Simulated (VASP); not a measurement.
# Sc3I2 (P-3m1) in VASP: a series of runs

Sc3I2 is run at these levels: PBE; tasks: single point.

All numbers are computed with VASP 6.6.1; they aren't measurements. Logs are shortened: lines on timing, memory, paths and dates and some standing lists are left out, and cuts for length are marked.

### Step 1. The cell of the first run

Symmetry: P-3m1, No. 164, trigonal system. The conventional cell has a = 4.945 Å, b = 4.945 Å, c = 6.120 Å, α = 90.00°, β = 90.00°, γ = 120.00°. Sc (site symmetry -3m) has 6 I at 3.09 Å and 6 Sc at 3.50 Å within 4.1 Å. Sc (site symmetry 3m) has 5 I at 2.93 to 3.19 Å and 6 Sc at 3.50 to 3.53 Å within 3.9 Å. I (site symmetry 3m) has 8 Sc at 2.93 to 3.19 Å and 3 I at 3.69 Å within 3.9 Å.

### Step 2. Single point, PBE

Contents of INCAR:

```
ALGO     = Normal         # electronic algorithm
EDIFF    = 1E-7           # SCF threshold, eV
ENCUT    = 520            # plane-wave cutoff, eV
GGA      = PE             # functional
ISIF     = 2              # what is computed and relaxed
ISMEAR   = 0              # smearing method
LASPH    = T              # aspherical terms in the spheres
LCHARG   = F              # write CHGCAR
LREAL    = F              # projectors in reciprocal space
LWAVE    = F              # write WAVECAR
NBANDS   = 32             # bands
NELM     = 100            # most SCF steps
PREC     = Accurate       # precision mode
SIGMA    = 0.1            # smearing width, eV
```

Contents of KPOINTS:

```
k-points
0
Gamma
  12 12 6
```

Contents of POSCAR:

```
Sc3I2
1.0
    4.9446054492      0.0000000000      0.0000000000
   -2.4723027246      4.2821539307      0.0000000000
    0.0000000000      0.0000000000      6.1197573852
Sc I
3 2
Direct
    0.0000000000      0.0000000000      0.0000000000
    0.3333333333      0.6666666667      0.6696452196
    0.6666666667      0.3333333333      0.3303547804
    0.3333333333      0.6666666667      0.1913745326
    0.6666666667      0.3333333333      0.8086254674
```

Potentials or basis: VASP PAW PBE potentials, release 64 (Sc_sv, I).

Started as:

```
cat potpaw_PBE.64/Sc_sv/POTCAR potpaw_PBE.64/I/POTCAR > POTCAR
mpirun -np 1 vasp_std > vasp.out
```

OUTCAR:

```text
EDIFF = 1E-7
   ENCUT = 520
   GGA = PE
   ISIF = 2
   ISMEAR = 0
   LASPH = T
   LREAL = F
   NELM = 100
   PREC = Accurate

 ion  position               nearest neighbor table
   1  0.000  0.000  0.000-   4 3.09   5 3.09   5 3.09   4 3.09   5 3.09   4 3.09
   2  0.333  0.667  0.670-   4 2.93   5 2.98   5 2.98   5 2.98   4 3.19
   3  0.667  0.333  0.330-   5 2.93   4 2.98   4 2.98   4 2.98   5 3.19
   4  0.333  0.667  0.191-   2 2.93   3 2.98   3 2.98   3 2.98   1 3.09   1 3.09   1 3.09   2 3.19

   5  0.667  0.333  0.809-   3 2.93   2 2.98   2 2.98   2 2.98   1 3.09   1 3.09   1 3.09   3 3.19

  LATTYP: Found a hexagonal cell.
 ALAT       =     4.9446054492
 C/A-ratio  =     1.2376634391

  Lattice vectors:

 A1 = (   4.9446054492,   0.0000000000,   0.0000000000)
 A2 = (  -2.4723027246,   4.2821539307,   0.0000000000)
 A3 = (   0.0000000000,   0.0000000000,   6.1197573852)

Analysis of symmetry for initial positions (statically):
=====================================================================
 Subroutine PRICEL returns:
 Original cell was already a primitive cell.

 Routine SETGRP: Setting up the symmetry group for a
 hexagonal supercell.

 Subroutine GETGRP returns: Found 12 space group operations
 (whereof 12 operations were pure point group operations)
 out of a pool of 24 trial point group operations.

The static configuration has the point symmetry D_3d.

Analysis of symmetry for dynamics (positions and initial velocities):
=====================================================================
 Subroutine PRICEL returns:
 Original cell was already a primitive cell.

 Routine SETGRP: Setting up the symmetry group for a
 hexagonal supercell.

 Subroutine GETGRP returns: Found 12 space group operations
 (whereof 12 operations were pure point group operations)
 out of a pool of 24 trial point group operations.

The dynamic configuration has the point symmetry D_3d.

 Subroutine INISYM returns: Found 12 space group operations
 (whereof 12 operations are pure point group operations),
 and found     1 'primitive' translations

----------------------------------------------------------------------------------------

                                     Primitive cell

  volume of cell :     129.5771

  direct lattice vectors                    reciprocal lattice vectors
     4.944605449  0.000000000  0.000000000     0.202240605  0.116763668  0.000000000
    -2.472302725  4.282153931  0.000000000     0.000000000  0.233527336  0.000000000
     0.000000000  0.000000000  6.119757385     0.000000000  0.000000000  0.163405171

  length of vectors
     4.944605449  4.944605449  6.119757385     0.233527336  0.233527336  0.163405171

  position of ions in fractional coordinates (direct lattice)
     0.000000000  0.000000000  0.000000000
     0.333333333  0.666666667  0.669645220
     0.666666667  0.333333333  0.330354780
     0.333333333  0.666666667  0.191374533
     0.666666667  0.333333333  0.808625467

  ion indices of the primitive-cell ions
   primitive index   ion index
                 1           1
                 2           2
                 3           3
                 4           4
                 5           5

----------------------------------------------------------------------------------------

 KPOINTS: k-points

Automatic generation of k-mesh.
 Grid dimensions read from file:
 generate k-points for:   12   12    6

 Generating k-lattice:

  Cartesian coordinates                     Fractional coordinates (reciprocal lattice)
     0.016853384  0.009730306  0.000000000     0.083333333 -0.000000000  0.000000000
     0.000000000  0.019460611  0.000000000     0.000000000  0.083333333  0.000000000
     0.000000000  0.000000000  0.027234195     0.000000000  0.000000000  0.166666667

  Length of vectors
     0.019460611  0.019460611  0.027234195

  Shift w.r.t. Gamma in fractional coordinates (k-lattice)
     0.000000000  0.000000000  0.000000000

 Subroutine IBZKPT returns following result:
 ===========================================

 Found    100 irreducible k-points:

 Following reciprocal coordinates:
            Coordinates               Weight
  0.000000  0.000000  0.000000      1.000000
  0.083333  0.000000  0.000000      6.000000
  0.166667  0.000000  0.000000      6.000000
  0.250000 -0.000000  0.000000      6.000000
  0.333333 -0.000000  0.000000      6.000000
  0.416667  0.000000  0.000000      6.000000
[... 16 lines left out ...]
  0.166667  0.000000  0.166667      6.000000
  0.000000  0.166667  0.166667      6.000000
 [... further k-points ...]
   k-points           NKPTS =    100   k-points in BZ     NKDIM =    100   number of bands    NBANDS=     32
   number of dos      NEDOS =    301   number of ions     NIONS =      5
   total plane-waves  NPLWV =  76800
   dimension x,y,z NGX =    40 NGY =   40 NGZ =   48
   dimension x,y,z NGXF=    80 NGYF=   80 NGZF=   96
   ions per type =               3   2
   NGX,Y,Z   is equivalent  to a cutoff of  13.45, 13.45, 13.04 a.u.
   NGXF,Y,Z  is equivalent  to a cutoff of  26.90, 26.90, 26.08 a.u.
 SYSTEM =  unknown system
   PREC   = accura    normal or accurate (medium, high low for compatibility)
   ISTART =      0    job   : 0-new  1-cont  2-samecut
   ICHARG =      2    charge: 1-file 2-atom 10-const
   ISPIN  =      1    spin polarized calculation?
   LNONCOLLINEAR =      F non collinear calculations
   LSORBIT =      F    spin-orbit coupling
   LASPH  =      T    aspherical Exc in radial PAW
   ENCUT  =  520.0 eV  38.22 Ry    6.18 a.u.   9.19  9.19 11.38*2*pi/ulx,y,z
   NELM   =    100;   NELMIN=  2; NELMDL= -5     # of ELM steps
   EDIFF  = 0.1E-06   stopping-criterion for ELM
   LREAL  =      F    real-space projection
   EDIFFG = 0.1E-05   stopping-criterion for IOM
   NSW    =      0    number of steps for IOM
   IBRION =     -1    ionic relax: 0-MD 1-quasi-New 2-CG
   NFREE  =      0    steps in history (QN), initial steepest desc. (CG)
   ISIF   =      2    stress and relaxation
   ISYM   =      2    0-nonsym 1-usesym 2-fastsym
   POTIM  = 0.5000    time-step for ionic-motion
   TEBEG  =    0.0;   TEEND  =   0.0 temperature during run
   PSTRESS=    0.0 pullay stress
   NELECT =      47.0000    total number of electrons
   NUPDOWN=      -1.0000    fix difference up-down
   EMIN   =  10.00;   EMAX   =-10.00  energy-range for DOS
   EFERMI =   0.00;   METHOD = LEGACY
   ISMEAR =     0;   SIGMA  =   0.10  broadening in eV -4-tet -1-fermi 0-gaus
   EFERMI_NEDOS =   21; number of points for ismear=-14 and -15
   IALGO  =     38    algorithm
   IMIX   =      4    mixing-type and parameters
     AMIX     =   0.40;   BMIX     =  1.00
     AMIX_MAG =   1.60;   BMIX_MAG =  1.00
  volume/ion in A,a.u.               =      25.92       174.89
  Fermi-wavevector in a.u.,A,eV,Ry     =   1.167521  2.206295 18.546177  1.363106
  Thomas-Fermi vector in A             =   2.304020
   LORBIT       =      0    0 simple, 1 ext, 2 COOP (PROOUT), +10 PAW based schemes
   GGA     = PE    functional components
   LHFCALC =     F    Hartree Fock is set to
   AEXX    =    0.0000 exact exchange contribution
   IVDW    =     0    specifies the selected vdW correction
   LEPSILON=     F    determine dielectric tensor
   LRPA    =     F    only Hartree local field effects (RPA)
 non-spin polarized calculation
 Gauss-broadening in eV      SIGMA  =   0.10
  energy-cutoff  :      520.00
  volume of cell :      129.58
 maximum number of plane-waves:      3509
 NGX is ok and might be reduce to    40
   NGX = 19   NGY = 19   NGZ = 23

 number of electron      47.0000001 magnetization

 Free energy of the ion-electron system (eV)
  ---------------------------------------------------
  ext. energy  EPLUGINS =         0.00000000
  ---------------------------------------------------
  free energy    TOTEN  =       -22.01798557 eV

  energy without entropy =      -21.99709885  energy(sigma->0) =      -22.00754221

 E-fermi :   6.8242     XC(G=0):  -9.8642

 val. band max:        6.8231652701   @ k =  -0.0833   0.3333   0.1667
 cond. band min:       6.8260350982   @ k =   0.0000   0.4167   0.3333
 fundamental gap:      0.0028698280
 Fermi energy:         6.8242394348

 k-point     1 :       0.0000    0.0000    0.0000
  band No.  band energies     occupation
      1     -43.0629      2.00000
      2     -43.0321      2.00000
      3     -43.0233      2.00000
      4     -21.7655      2.00000
      5     -21.7621      2.00000
      6     -21.7621      2.00000
[... 24 lines left out ...]
     31       8.5248      0.00000
     32       8.8748      0.00000

 k-point     2 :       0.0833    0.0000    0.0000
  band No.  band energies     occupation
      1     -43.0627      2.00000
      2     -43.0321      2.00000
      3     -43.0234      2.00000
      4     -21.7747      2.00000
      5     -21.7691      2.00000
      6     -21.7657      2.00000
[... 24 lines left out ...]
     31       8.4817      0.00000
     32       8.8665      0.00000

 k-point     3 :       0.1667    0.0000    0.0000
  band No.  band energies     occupation
      1     -43.0621      2.00000
      2     -43.0321      2.00000
      3     -43.0239      2.00000
      4     -21.7872      2.00000
      5     -21.7761      2.00000
      6     -21.7728      2.00000
[... 24 lines left out ...]
     31       8.3994      0.00000
     32       8.8914      0.00000

 k-point     4 :       0.2500   -0.0000    0.0000
  band No.  band energies     occupation
      1     -43.0613      2.00000
      2     -43.0320      2.00000
      3     -43.0247      2.00000
      4     -21.7946      2.00000
      5     -21.7824      2.00000
      6     -21.7800      2.00000
[... 654 lines left out ...]
     31       8.5164      0.00000
     32       8.6134      0.00000

 k-point    23 :       0.1667    0.0000    0.1667
  band No.  band energies     occupation
      1     -43.0619      2.00000
      2     -43.0327      2.00000
      3     -43.0235      2.00000
      4     -21.7839      2.00000
      5     -21.7691      2.00000
      6     -21.7662      2.00000
[... 24 lines left out ...]
     31       8.4244      0.00000
     32       8.5724      0.00000

 k-point    24 :       0.0000    0.1667    0.1667
  band No.  band energies     occupation
      1     -43.0619      2.00000
      2     -43.0329      2.00000
      3     -43.0234      2.00000
      4     -21.7856      2.00000
      5     -21.7787      2.00000
      6     -21.7775      2.00000
[... 24 lines left out ...]
     31       8.5636      0.00000
     32       8.7485      0.00000

 [... further k-points ...]

------------------------ aborting loop because EDIFF is reached ----------------------------------------

  FORCE on cell =-STRESS in cart. coord.  units (eV):
  Direction    XX          YY          ZZ          XY          YZ          ZX
  --------------------------------------------------------------------------------------
  -------------------------------------------------------------------------------------
  Total        0.0256852      0.0256852      0.0310637      0.0000000     -0.0000000      0.0000000
  in kB        0.3175892      0.3175892      0.3840920      0.0000000     -0.0000000      0.0000000
  external PRESSURE =       0.3397568 kB  Pullay stress =       0.0000000 kB

 VOLUME and BASIS-vectors are now :
 -----------------------------------------------------------------------------
  energy-cutoff  :      520.00
  volume of cell :      129.58
      direct lattice vectors                 reciprocal lattice vectors
     4.944605449  0.000000000  0.000000000     0.202240605  0.116763668  0.000000000
    -2.472302725  4.282153931  0.000000000     0.000000000  0.233527336  0.000000000
     0.000000000  0.000000000  6.119757385     0.000000000  0.000000000  0.163405171

 POSITION                                       TOTAL-FORCE (eV/Angst)
 -----------------------------------------------------------------------------------
      0.00000      0.00000      0.00000        -0.000000      0.000000      0.000000
     -0.00000      2.85477      4.09807        -0.000000      0.000000      0.000854
      2.47230      1.42738      2.02169         0.000000     -0.000000     -0.000854
     -0.00000      2.85477      1.17117         0.000000      0.000000     -0.000935
      2.47230      1.42738      4.94859        -0.000000     -0.000000      0.000935
 -----------------------------------------------------------------------------------
    total drift:                                0.000000     -0.000000     -0.000000

  FREE ENERGIE OF THE ION-ELECTRON SYSTEM (eV)
  ---------------------------------------------------
  free  energy   TOTEN  =       -22.0179855664 eV

  energy  without entropy=      -21.9970988523  energy(sigma->0) =      -22.00754221
```

It took 13 min on 1 thread of Oxide Virtual Turin-like, shared host; peak memory 0.46 GiB.

What came out:

```yaml
Free_energy: -22.0180 eV
Pressure: 0.0 GPa
Band_gap_on_the_k_mesh: zero (an odd number of electrons rules out a gap without spin polarisation)
```

Levels at points of the mesh, in eV from the Fermi level:
```tsv
k point	band 20	band 21	band 22	band 23	band 24	band 25	band 26	band 27
(0.00, 0.00, 0.00)	-4.56	-1.26	-1.06	-1.06	-0.06	0.60	0.60	0.90
(0.50, 0.00, 0.00)	-5.08	-1.42	-0.79	-0.40	0.13	0.68	0.76	0.86
(0.00, 0.00, 0.50)	-5.15	-0.71	-0.71	0.00	0.03	0.33	0.33	1.30
(0.50, 0.00, 0.50)	-5.00	-0.70	-0.41	-0.26	0.22	0.36	0.73	0.83
```

Caveat: spin-orbit coupling is left out, which moves the levels of the heavy elements.

[end of part 1 of 2]
